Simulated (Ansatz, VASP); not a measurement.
# Two plane-wave programs on GaN

Contents of INCAR:

```
SYSTEM = GaN
PREC = Accurate
ENCUT = 600
EDIFF = 1E-6
ISMEAR = -1
SIGMA = 0.05
LREAL = .False.
LASPH = .True.
NELM = 120
ALGO = Normal
ISIF = 2
LWAVE = .False.
LCHARG = .False.
GGA = PS
NBANDS = 16
GGA_COMPAT = .False.
```

The input KPOINTS:

```
Automatic mesh
0
Gamma
  17 17 17
  0 0 0
```

The input POSCAR:

```
GaN
1.0
    0.0000000000      2.0217590106      2.0217590106
    2.0217590106      0.0000000000      2.0217590106
    2.0217590106      2.0217590106      0.0000000000
Ga N
1 1
Direct
    0.0000000000      0.0000000000      0.0000000000
    0.5000000000      0.5000000000      0.5000000000
```

Input for Ansatz:

```yaml
crystal:
  lattice:
    - [0.0, 2.0217590106, 2.0217590106]
    - [2.0217590106, 0.0, 2.0217590106]
    - [2.0217590106, 2.0217590106, 0.0]
  atoms:
    - { symbol: Ga, position: [0.0, 0.0, 0.0] }
    - { symbol: "N", position: [0.5, 0.5, 0.5] }
kpoints:
  mp_grid: { grid: [17, 17, 17] }
scf:
  occupations: { method: fermi_dirac, width: 0.05 }
hamiltonian:
  xc: pbesol
  pseudopotentials: { kind: paw }
output:
  forces: true
  stress: true
  eigenvalues: true
  populations: true
```

Change from the starting cell: volume scaled by 0.88, PAW files.

Alike in both runs: task single point; functional PBEsol; k mesh 17 × 17 × 17; occupations fermi-dirac, width 0.05 eV; no spin polarisation.

```csv
,VASP,Ansatz
version,VASP 6.6.1,Ansatz 0.2.0
potentials or method,"VASP PAW PBE potentials, release 64 (Ga_d, N)","PAW with Ansatz's default frozen-core files, scalar-relativistic"
plane-wave cutoff (eV),600,420
valence electrons in the cell,18,18
```

|  | VASP | Ansatz | Ansatz less VASP |
| --- | --- | --- | --- |
| pressure (GPa) | 40.1 | 39.7 | -0.43 |

VASP's potentials were made for PBE, not for PBEsol. Both programs put the cell under a high pressure, so it lies far from rest at this level. The functional is the same, so the differences come from potentials, cutoffs and numerics.
